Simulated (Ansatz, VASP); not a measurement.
# ZnO in VASP and in Ansatz

INCAR

```
ALGO = Normal ; EDIFF = 1E-7
ENCUT = 520 ; GGA = PS
ISIF = 2 ; ISMEAR = -1
LASPH = T ; LCHARG = F
LREAL = F ; LWAVE = F
NBANDS = 26 ; NELM = 100
PREC = Accurate ; SIGMA = 0.05
```

Contents of KPOINTS:

```
k-points
0
Gamma
  9 9 4
```

The input POSCAR:

```
ZnO
1.0
    3.3097424102      0.0000000000      0.0000000000
   -1.6548712051      2.8663210072      0.0000000000
    0.0000000000      0.0000000000      7.1776641921
Zn O
2 2
Direct
    0.0000000000      0.0000000000      0.2500000000
    0.0000000000      0.0000000000      0.7500000000
    0.6666666667      0.3333333333      0.7500000000
    0.3333333333      0.6666666667      0.2500000000
```

input.yaml

```yaml
crystal:
  lattice:
    - [3.3097424102, 0.0, 0.0]
    - [-1.6548712051, 2.8663210072, 0.0]
    - [0.0, 0.0, 7.1776641921]
  atoms:
    - { symbol: Zn, position: [0.0, 0.0, 0.25] }
    - { symbol: Zn, position: [0.0, 0.0, 0.75] }
    - { symbol: O, position: [0.6666666667, 0.3333333333, 0.75] }
    - { symbol: O, position: [0.3333333333, 0.6666666667, 0.25] }
hamiltonian:
  xc: pbesol
  pseudopotentials: { kind: paw }
kpoints:
  mp_grid: { grid: [9, 9, 4] }
scf:
  occupations: { method: fermi_dirac, width: 0.05 }
output:
  forces: true
  stress: true
  eigenvalues: true
  write_density: true
  write_potential: true
  elf: true
  volumetric_format: npy
```

Alike in both runs: task single point; functional PBEsol; k mesh 9 × 9 × 4; occupations fermi-dirac, width 0.05 eV; no spin polarisation.

|  | VASP | Ansatz |
| --- | --- | --- |
| version | VASP 6.6.1 | Ansatz 0.2.0 |
| potentials or method | VASP PAW PBE potentials, release 64 (Zn, O) | Ansatz PAW |
| plane-wave cutoff (eV) | 520 | 420 |
| valence electrons in the cell | 36 | 36 |

|  | VASP | Ansatz | Ansatz less VASP |
| --- | --- | --- | --- |
| gap on the k mesh at the Fermi level (eV) | 0.75 | 0.75 | +0.001 |
| least direct gap on the mesh (eV) | 0.75 | 0.75 | +0.001 |
| pressure (GPa) | -5.4 | -6.0 | -0.61 |
| traceless stress, the component that is largest in VASP (GPa) | 4.53 | 5.24 | +0.706 |

VASP's potentials were made for PBE, not for PBEsol.

Noted on Ansatz's run: odd divisions of the mesh miss points on the zone boundary, where band edges often lie, so the gap on the mesh can be too wide.
